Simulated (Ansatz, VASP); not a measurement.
## Na in VASP and in Ansatz

```
CELL_PARAMETERS angstrom
-1.93695 1.93695 2.33870
1.93695 -1.93695 2.33870
1.93695 1.93695 -2.33870
ATOMIC_POSITIONS crystal
Na 0.00000 0.00000 0.00000
```

Alike in both runs: task single point; functional LDA; k mesh 18 × 18 × 18; occupations gaussian, width 0.15 eV; no spin polarisation.

|  | VASP | Ansatz |
| --- | --- | --- |
| version | VASP 6.6.1 | Ansatz 0.2.0 |
| potentials or method | VASP PAW LDA potentials, release 64 (Na_pv), cutoff 520 eV | scalar-relativistic, plane waves, PAW |
| valence electrons in the cell | 7 | 9 |

|  | VASP | Ansatz | Ansatz less VASP |
| --- | --- | --- | --- |
| gap on the k mesh at the Fermi level (eV) | none | none | - |
| pressure (GPa) | -0.4 | -0.4 | +0.02 |

LDA's correlation is that of Perdew and Zunger in VASP and of Perdew and Wang (1992) in Ansatz. A gap of «none» marks a metal or a gap that the smearing closes. VASP's potentials hold 7 valence electrons a cell and Ansatz's 9, so a difference there can come from the potentials and not from the codes.
